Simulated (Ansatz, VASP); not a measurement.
Be: VASP beside Ansatz

Contents of INCAR:

```
PREC = Accurate
ENCUT = 520
EDIFF = 1E-6
ISMEAR = 0
SIGMA = 0.1
LREAL = False
LASPH = True
NELM = 100
ALGO = Fast
ISIF = 2
LWAVE = False
LCHARG = False
GGA = PE
NBANDS = 9
```

File KPOINTS:

```
Automatic mesh
0
Gamma
  10 10 10
```

File POSCAR:

```
Be
1.0
   -1.9547199018      1.9547199018      1.0663357895
    1.9547199018     -1.9547199018      1.0663357895
    1.9547199018      1.9547199018     -1.0663357895
Be
2
Direct
    0.0000000000      0.0000000000      0.0000000000
    0.7500000000      0.2500000000      0.5000000000
```

Input for Ansatz:

```yaml
crystal:
  lattice:
    - [-1.9547199018, 1.9547199018, 1.0663357895]
    - [1.9547199018, -1.9547199018, 1.0663357895]
    - [1.9547199018, 1.9547199018, -1.0663357895]
  atoms:
    - { symbol: Be, position: [0.0, 0.0, 0.0] }
    - { symbol: Be, position: [0.75, 0.25, 0.5] }
basis:
  ecutwfc: 420
kpoints:
  mp_grid: { grid: [10, 10, 10] }
hamiltonian:
  xc: pbe
scf:
  occupations: { method: gaussian, width: 0.1 }
  lower_state_search: "off"
output:
  forces: true
  stress: true
  eigenvalues: true
```

Alike in both runs: task single point; functional PBE; k mesh 10 × 10 × 10; occupations gaussian, width 0.1 eV; no spin polarisation.

|  | VASP | Ansatz |
| --- | --- | --- |
| version | VASP 6.6.1 | Ansatz 0.2.0 |
| potentials or method | VASP PAW PBE potentials, release 64 (Be), cutoff 520 eV | scalar-relativistic, plane waves, PAW |
| valence electrons in the cell | 4 | 4 |

VASP gave:

```
gap on the k mesh at the Fermi level (eV)                     : none
pressure (GPa)                                                : 13.3
traceless stress, the component that is largest in VASP (GPa) : -14.10
```

Question: What did Ansatz give for the same quantities?

Answer: gap on the k mesh at the Fermi level (eV): none; pressure (GPa): 13.2; traceless stress, the component that is largest in VASP (GPa): -14.17.

A gap of «none» marks a metal or a gap that the smearing closes.
